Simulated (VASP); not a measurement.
# ZnO (P6_3mc) in VASP: elastic constants with PBE+D3(BJ)

Aim: the elastic constants of ZnO with PBE+D3(BJ).

Everything below comes from runs of VASP 6.6.1. Logs are shortened: lines on timing, memory, paths and dates and some standing lists are left out, and cuts for length are marked.

## 1. The cell of the first run

Symmetry: P6_3mc, No. 186, hexagonal system. Conventional cell: a = 3.255 Å, b = 3.255 Å, c = 5.256 Å, α = 90.00°, β = 90.00°, γ = 120.00°. Zn (site symmetry 3m) has 4 O at 1.98 to 1.99 Å within 2.6 Å. Within 2.6 Å of O (site symmetry 3m) lie 4 Zn at 1.98 to 1.99 Å.

## 2. Elastic constants, PBE+D3(BJ)

The input, INCAR:

```
ALGO = Normal
EDIFF = 1E-8
ENCUT = 600
GGA = PE
GGA_COMPAT = False
IBRION = 6
ISIF = 3
ISMEAR = 0
IVDW = 12
LASPH = True
LCHARG = False
LREAL = False
LWAVE = False
NELM = 120
NFREE = 2
NSW = 1
POTIM = 0.015
PREC = Accurate
SIGMA = 0.01
```

The input, KPOINTS:

```
k-points
0
Gamma
  9 9 6
```

The input, POSCAR:

```
ZnO
1.0
    3.2548594854      0.0000000000      0.0000000000
   -1.6274297427      2.8187910001      0.0000000000
    0.0000000000      0.0000000000      5.2561144573
Zn O
2 2
Direct
    0.3333333333      0.6666666667      0.5000669693
    0.6666666667      0.3333333333      0.0000669693
    0.6666666667      0.3333333333      0.3789430307
    0.3333333333      0.6666666667      0.8789430307
```

Potentials or basis: VASP PAW PBE potentials, release 64 (Zn, O).

Launch:

```bash
$ cat potpaw_PBE.64/Zn/POTCAR potpaw_PBE.64/O/POTCAR > POTCAR
$ mpirun -np 1 vasp_std > vasp.out
```

OUTCAR:

```text
EDIFF = 1E-8
   ENCUT = 600
   GGA = PE
   IBRION = 6
   ISIF = 3
   ISMEAR = 0
   IVDW = 12
   LASPH = True
   LREAL = False
   NELM = 120
   NFREE = 2
   NSW = 1
   POTIM = 0.015
   PREC = Accurate
 IVDW          = 12

 ion  position               nearest neighbor table
   1  0.333  0.667  0.500-   3 1.98   3 1.98   3 1.98   4 1.99
   2  0.667  0.333  0.000-   4 1.98   4 1.98   4 1.98   3 1.99
   3  0.667  0.333  0.379-   1 1.98   1 1.98   1 1.98   2 1.99
   4  0.333  0.667  0.879-   2 1.98   2 1.98   2 1.98   1 1.99

  LATTYP: Found a hexagonal cell.
 ALAT       =     3.2548594854
 C/A-ratio  =     1.6148514186

  Lattice vectors:

 A1 = (   3.2548594854,   0.0000000000,   0.0000000000)
 A2 = (  -1.6274297427,   2.8187910001,   0.0000000000)
 A3 = (   0.0000000000,   0.0000000000,   5.2561144573)

Analysis of symmetry for initial positions (statically):
=====================================================================
 Subroutine PRICEL returns:
 Original cell was already a primitive cell.

 Routine SETGRP: Setting up the symmetry group for a
 hexagonal supercell.

 Subroutine GETGRP returns: Found 12 space group operations
 (whereof  6 operations were pure point group operations)
 out of a pool of 24 trial point group operations.

The static configuration has the point symmetry C_3v.
 The point group associated with its full space group is C_6v.

Analysis of symmetry for dynamics (positions and initial velocities):
=====================================================================
 Subroutine PRICEL returns:
 Original cell was already a primitive cell.

 Routine SETGRP: Setting up the symmetry group for a
 hexagonal supercell.

 Subroutine GETGRP returns: Found 12 space group operations
 (whereof  6 operations were pure point group operations)
 out of a pool of 24 trial point group operations.

The dynamic configuration has the point symmetry C_3v.
 The point group associated with its full space group is C_6v.

 Subroutine INISYM returns: Found 12 space group operations
 (whereof  6 operations are pure point group operations),
 and found     1 'primitive' translations

----------------------------------------------------------------------------------------

                                     Primitive cell

  volume of cell :      48.2236

  direct lattice vectors                    reciprocal lattice vectors
     3.254859485  0.000000000  0.000000000     0.307232925  0.177381012  0.000000000
    -1.627429743  2.818791000  0.000000000     0.000000000  0.354762024  0.000000000
     0.000000000  0.000000000  5.256114457     0.000000000  0.000000000  0.190254609

  length of vectors
     3.254859485  3.254859485  5.256114457     0.354762024  0.354762024  0.190254609

  position of ions in fractional coordinates (direct lattice)
     0.333333333  0.666666667  0.500066969
     0.666666667  0.333333333  0.000066969
     0.666666667  0.333333333  0.378943031
     0.333333333  0.666666667  0.878943031

  ion indices of the primitive-cell ions
   primitive index   ion index
                 1           1
                 2           2
                 3           3
                 4           4

----------------------------------------------------------------------------------------

 KPOINTS: k-points

Automatic generation of k-mesh.
 Grid dimensions read from file:
 generate k-points for:    9    9    6

 Generating k-lattice:

  Cartesian coordinates                     Fractional coordinates (reciprocal lattice)
[... 85 lines left out ...]
   GGA     = PE    functional components
   LHFCALC =     F    Hartree Fock is set to
   AEXX    =    0.0000 exact exchange contribution
   IVDW    =    12    specifies the selected vdW correction
   LEPSILON=     F    determine dielectric tensor
   LRPA    =     F    only Hartree local field effects (RPA)
 finite differences with symmetry
 non-spin polarized calculation
 Gauss-broadening in eV      SIGMA  =   0.01
  energy-cutoff  :      600.00
  volume of cell :       48.22
 maximum number of plane-waves:      1641
 NGX is ok and might be reduce to    28
   NGX = 13   NGY = 13   NGZ = 21

--------------------------------------- Ionic step        1  -------------------------------------------

 number of electron      36.0000014 magnetization

 Free energy of the ion-electron system (eV)
  ---------------------------------------------------
  ext. energy  EPLUGINS =         0.00000000
  ---------------------------------------------------
  free energy    TOTEN  =       -17.84737834 eV

  energy without entropy =      -17.84737834  energy(sigma->0) =      -17.84737834

------------------------ aborting loop because EDIFF is reached ----------------------------------------

 Edisp (eV)   -0.88506

 E8    (eV) :    -0.3340
[... 111 lines left out ...]
  FREE ENERGIE OF THE ION-ELECTRON SYSTEM (eV)
  ---------------------------------------------------
  free  energy   TOTEN  =       -18.7195307783 eV

  energy  without entropy=      -18.7195307783  energy(sigma->0) =      -18.71953078

[... ionic steps 4 to 18 ...]

--------------------------------------- Ionic step       19  -------------------------------------------

 number of electron      36.0000014 magnetization

------------------------ aborting loop because EDIFF is reached ----------------------------------------
[... 79 lines left out ...]
--------------------------------------- Ionic step       21  -------------------------------------------

 number of electron      36.0000014 magnetization

 Free energy of the ion-electron system (eV)
  ---------------------------------------------------
  ext. energy  EPLUGINS =         0.00000000
  ---------------------------------------------------
  free energy    TOTEN  =       -17.84605782 eV

  energy without entropy =      -17.84605782  energy(sigma->0) =      -17.84605782

 E-fermi :   1.1513     XC(G=0): -10.8424

 val. band max:        1.0870959397   @ k =   0.0000   0.0000   0.0000
 cond. band min:       1.8478381269   @ k =   0.0000   0.0000   0.0000
 fundamental gap:      0.7607421872
 Fermi energy:         1.1513254769

 k-point     1 :       0.0000    0.0000    0.0000
  band No.  band energies     occupation
      1     -16.9024      2.00000
      2     -16.2018      2.00000
      3      -4.5414      2.00000
      4      -4.5414      2.00000
      5      -4.5296      2.00000
      6      -4.4661      2.00000
[... 589 lines left out ...]
     21       8.7725      0.00000
     22       9.1984      0.00000

 [... further k-points ...]

------------------------ aborting loop because EDIFF is reached ----------------------------------------

 Edisp (eV)   -0.88509

 E8    (eV) :    -0.3340
[... 27 lines left out ...]
  FREE ENERGIE OF THE ION-ELECTRON SYSTEM (eV)
  ---------------------------------------------------
  free  energy   TOTEN  =       -18.7311456678 eV

  energy  without entropy=      -18.7311456678  energy(sigma->0) =      -18.73114567

 INTERNAL STRAIN TENSORS FROM STRAINED CELLS
 ============================================

 INTERNAL STRAIN TENSOR FOR ION    1 for displacements in x,y,z  (eV/Angst):
          X           Y           Z          XY          YZ          ZX
  --------------------------------------------------------------------------------
  x     0.00000    -0.00000     0.00000    -7.17126    -0.00000    -4.50904
  y    -7.18998     7.19395    -0.00000     0.00008    -4.50712    -0.00004
  z    -4.54988    -4.55489     8.98999    -0.00125    -0.00413    -0.00004

 INTERNAL STRAIN TENSORS FROM DISPLACED ATOMS
 ============================================

 INTERNAL STRAIN TENSOR FOR ION    1 for displacements in x,y,z  (eV/Angst):
          X           Y           Z          XY          YZ          ZX
  --------------------------------------------------------------------------------
  x    -0.00000     0.00000     0.00000    -7.16352     0.00000    -4.50876
  y    -7.16352     7.16352     0.00000     0.00000    -4.50877     0.00000
  z    -4.50255    -4.50255     8.99295    -0.00000     0.00000     0.00000

 INTERNAL STRAIN TENSOR FOR ION    4 for displacements in x,y,z  (eV/Angst):
          X           Y           Z          XY          YZ          ZX
  --------------------------------------------------------------------------------
  x     0.00000     0.00000     0.00000    -8.12856     0.00000     4.51379
  y    -8.12856     8.12856    -0.00000     0.00000     4.51381     0.00000
  z     4.56880     4.56880    -8.89072     0.00000     0.00000     0.00000

 Eigenvectors and eigenvalues of the dynamical matrix
 ----------------------------------------------------

   1 f  =   15.896839 THz    99.882787 2PiTHz  530.261480 cm-1    65.744015 meV
             X         Y         Z           dx          dy          dz
     -0.000000  1.879194  2.628409     0.000000    0.000000   -0.095643
      1.627430  0.939597  0.000352    -0.000000   -0.000000    0.095643
      1.627430  0.939597  1.991768    -0.000000   -0.000000   -0.700609
     -0.000000  1.879194  4.619825     0.000000    0.000000    0.700609
[... 71 lines left out ...]
  12 f/i=    0.015538 THz     0.097629 2PiTHz    0.518295 cm-1     0.064260 meV
             X         Y         Z           dx          dy          dz
     -0.000000  1.879194  2.628409    -0.000000    0.000000    0.633365
      1.627430  0.939597  0.000352    -0.000000    0.000000    0.633365
      1.627430  0.939597  1.991768    -0.000000    0.000000    0.314402
     -0.000000  1.879194  4.619825    -0.000000    0.000000    0.314402

--------------------------------------------------------------------------------------------------------

 ELASTIC MODULI CONTR FROM IONIC RELAXATION (kBar)
 Direction    XX          YY          ZZ          XY          YZ          ZX
 --------------------------------------------------------------------------------
 XX        -713.4831    293.4057    414.0890     -0.0000     -0.0000     -0.0000
 YY         293.4057   -713.4831    414.0890      0.0000     -0.0000      0.0000
 ZZ         414.0890    414.0890   -816.3721      0.0000      0.0000     -0.0000
 XY          -0.0000      0.0000      0.0000   -503.4444     -0.0000      0.0000
 YZ          -0.0000     -0.0000      0.0000     -0.0000   -188.0776     -0.0000
 ZX          -0.0000      0.0000     -0.0000      0.0000     -0.0000   -188.0766
 --------------------------------------------------------------------------------

 TOTAL ELASTIC MODULI (kBar)
 Direction    XX          YY          ZZ          XY          YZ          ZX
 --------------------------------------------------------------------------------
 XX        1923.2641   1192.5453   1041.4004     -0.0000     -0.0000     -0.0000
 YY        1192.5453   1923.2641   1041.4004      0.0000     -0.0000      0.0000
 ZZ        1041.4004   1041.4004   2066.5784      0.0000      0.0000     -0.0000
 XY          -0.0000      0.0000      0.0000    365.3594     -0.0000      0.0000
 YZ          -0.0000     -0.0000      0.0000     -0.0000    337.0719     -0.0000
 ZX          -0.0000      0.0000     -0.0000      0.0000     -0.0000    337.0727
 --------------------------------------------------------------------------------
```

Wall time 18 min (1 thread of Intel Xeon 6975P-C (Granite Rapids), shared host); peak memory 0.56 GiB.

What came out:

* Voigt bulk modulus: 138 GPa
* Highest phonon frequency at Γ, LO-TO splitting left out: 530 cm⁻¹
* Dispersion energy per atom: -0.221 eV

Phonon frequencies in cm⁻¹ (negative: imaginary):
| q point | frequencies |
| --- | --- |
| (0.000, 0.000, 0.000) | -1 0 0 86 86 253 371 390 390 422 422 530 |

Elastic tensor in Voigt notation (GPa, in the Cartesian axes of the cell as first typed):
```
192 119 104   0   0   0
119 192 104   0   0   0
104 104 207   0   0   0
  0   0   0  34   0   0
  0   0   0   0  34   0
  0   0   0   0   0  37
```

Clamped-ion elastic tensor (GPa):
```
264  90  63   0   0   0
 90 264  63   0   0   0
 63  63 288   0   0   0
  0   0   0  53   0   0
  0   0   0   0  53   0
  0   0   0   0   0  87
```
